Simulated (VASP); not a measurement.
Here is a VASP 6.6.1 calculation.

INCAR

```
SYSTEM = Ni
PREC     = Accurate       ! precision mode
ENCUT    = 520            ! plane-wave cutoff, eV
EDIFF    = 1E-7           ! SCF threshold, eV
ISMEAR   = 0              ! smearing method
SIGMA    = 0.1            ! smearing width, eV
LREAL    = .False.        ! projectors in reciprocal space
LASPH    = .True.         ! aspherical terms in the spheres
NELM     = 150            ! most SCF steps
ALGO     = Normal         ! electronic algorithm
ISIF     = 2              ! what is computed and relaxed
LWAVE    = .False.        ! write WAVECAR
LCHARG   = .False.        ! write CHGCAR
ISPIN    = 2              ! spin polarisation
MAGMOM   = 0.7 0.7        ! initial moments
LORBIT   = 11             ! projections on sites
LMAXMIX  = 4              ! l up to which the mixer works
GGA      = PS             ! functional
NBANDS   = 21             ! bands
```

The input KPOINTS:

```
regular mesh
0
Gamma
  18 18 24
  0 0 0
```

POSCAR

```
Ni
1.0
    3.8248501841      0.0000000000      0.0000000000
   -1.9124250921      3.3124174250      0.0000000000
    0.0000000000      0.0000000000      2.2714668695
Ni
2
Direct
    0.3333333333      0.6666666667      0.0000000000
    0.6666666667      0.3333333333      0.0000000000
```

Potentials or basis: VASP PAW PBE potentials, release 64 (Ni).

Command:

```sh
$ cat potpaw_PBE.64/Ni/POTCAR > POTCAR
$ mpirun -np 1 vasp_std > vasp.out
```

Predict the net moment.

0.95 μB per cell.

Predict the site moments.

Ni +0.48 μB.

Predict the pressure.

-0.1 GPa.

Caveat: the PAW data sets were made with another functional, which shifts forces and pressure a little.
